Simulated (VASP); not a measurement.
# Se: single point with PBE+D3(BJ)

Se:

```
CELL_PARAMETERS angstrom
4.17388 0.00000 0.00000
-2.08694 3.61468 0.00000
0.00000 0.00000 5.26100
ATOMIC_POSITIONS crystal
Se 0.24735 0.00000 0.33333
Se 0.00000 0.24735 0.66667
Se 0.75265 0.75265 0.00000
```

| Property | Result |
| --- | --- |
| Program | VASP 6.6.1 |
| Task | single point |
| Functional | PBE |
| Dispersion | D3(BJ) |
| Potentials or basis | VASP PAW PBE potentials, release 64 (Se) |
| Cutoff | 520 eV |
| k mesh | 12 × 12 × 8 |
| Occupations | gaussian, width 0.05 eV |
| Spin | no spin polarisation |
| Dipole correction | no |
| Further INCAR settings | ALGO = Normal; EDIFF = 1e-06; NBANDS = 16 |

* Pressure: -4.2 GPa
* Largest force: 0.492 eV/Å
* Band gap on the k mesh: 0.48 eV (least direct gap 0.50 eV)
* Dispersion energy per atom: -0.328 eV

Forces on the atoms (eV/Å):
```
Se  -0.492  0.000  0.000
Se   0.246 -0.426  0.000
Se   0.246  0.426  0.000
```

Stress tensor (GPa, compression positive):
```
-3.49  0.00  0.00
 0.00 -3.49  0.00
 0.00  0.00 -5.50
```

Levels at points of the mesh, in eV from the valence-band top:
```
           k point  band 7  band 8  band 9  band 10  band 11  band 12
(0.00, 0.00, 0.00)   -1.59   -1.59   -0.40     1.39     1.39     2.01
(0.50, 0.00, 0.00)   -3.15   -1.26   -0.84     1.45     1.70     3.86
(0.00, 0.00, 0.50)   -1.16   -1.15   -1.15     0.99     0.99     0.99
(0.50, 0.00, 0.50)   -2.08   -1.64   -0.06     1.28     2.38     2.79
```

Wall time 2.5 min on 1 thread of Intel(R) Xeon(R) Platinum 8488C (Sapphire Rapids) (shared host), peak memory 0.28 GiB.

Caveat: the cell stands under tension; semilocal functionals underestimate gaps, and a narrow one can read as zero. A k mesh can miss the band edges.
